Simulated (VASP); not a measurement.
Write the native input for VASP 6.6.1 that does the following.

- Task: single point
- Functional: LDA
- Potentials or basis: VASP PAW LDA potentials, release 64 (K_sv, F)
- Cutoff: 520 eV
- k mesh: 8 × 8 × 8
- Occupations: gaussian, width 0.05 eV
- Spin: no spin polarisation
- Dipole correction: no
- Further INCAR settings: ALGO = Normal; EDIFF = 1e-06; NBANDS = 15

The structure of KF lies in POSCAR:

```
KF
1.0
   -0.1389591367      2.5680370327      2.5680370327
    2.5680370327     -0.1389591367      2.5680370327
    2.5680370327      2.5680370327     -0.1389591367
K F
1 1
Direct
    0.0000000000      0.0000000000      0.0000000000
    0.5000000000      0.5000000000      0.5000000000
```

These files were run (other wordings do the same):

INCAR

```
ALGO = Normal
EDIFF = 1E-6
ENCUT = 520
GGA = CA
ISIF = 2
ISMEAR = 0
LASPH = T
LCHARG = F
LREAL = F
LWAVE = F
NBANDS = 15
NELM = 80
PREC = Accurate
SIGMA = 0.05
```

KPOINTS

```
k-points
0
Gamma
  8 8 8
```

Potentials or basis: VASP PAW LDA potentials, release 64 (K_sv, F).

The run is started by

```sh
$ cat potpaw_LDA.64/K_sv/POTCAR potpaw_LDA.64/F/POTCAR > POTCAR
$ mpirun -np 1 vasp_std > vasp.out
```

It gave:

| Quantity | Value |
| --- | --- |
| Pressure | -2.3 GPa |
| Band gap on the k mesh | 5.93 eV, direct |

Run time: 23 s on 1 thread of Intel(R) Xeon(R) Platinum 8259CL CPU @ 2.50GHz (Skylake/Cascade Lake), on a shared host, peak memory 0.16 GiB.
